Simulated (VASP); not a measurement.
Set up this calculation in VASP 6.6.1, as the native input.

```
Task                   : single point
Functional             : LDA
Potentials or basis    : VASP PAW LDA potentials, release 64 (Te, Nb_sv)
Cutoff                 : 520 eV
k mesh                 : 8 × 8 × 7
Occupations            : fermi-dirac, width 0.05 eV
Spin                   : no spin polarisation
Dipole correction      : no
Further INCAR settings : ALGO = Normal; EDIFF = 1e-06; NBANDS = 16
```

The structure of NbTe lies in POSCAR:

```
NbTe
1.0
    3.7029743866      0.0000000000      0.0000000000
   -1.8514871933      3.2068698884      0.0000000000
    0.0000000000      0.0000000000      3.6942110000
Te Nb
1 1
Direct
    0.6666666667      0.3333333333      0.0000000000
    0.0000000000      0.0000000000      0.5000000000
```

These files were run (other wordings do the same):

INCAR

```
PREC = Accurate ; ENCUT = 520
EDIFF = 1E-6 ; ISMEAR = -1
SIGMA = 0.05 ; LREAL = F
LASPH = T ; NELM = 100
ALGO = Normal ; ISIF = 2
LWAVE = F ; LCHARG = T
GGA = CA ; LELF = T
LVHAR = T ; NBANDS = 16
```

KPOINTS

```
Automatic mesh
0
Gamma
  8 8 7
```

Potentials or basis: VASP PAW LDA potentials, release 64 (Te, Nb_sv).

Run with:

```sh
$ cat potpaw_LDA.64/Te/POTCAR potpaw_LDA.64/Nb_sv/POTCAR > POTCAR
$ mpirun -np 1 vasp_std > vasp.out
```

Results of the run:

| Quantity | Value |
| --- | --- |
| Pressure | -7.5 GPa |

Run time: 15 s on 1 thread of AMD EPYC 9R45 96-Core Processor (Zen 5), on a shared host, peak memory 0.13 GiB.
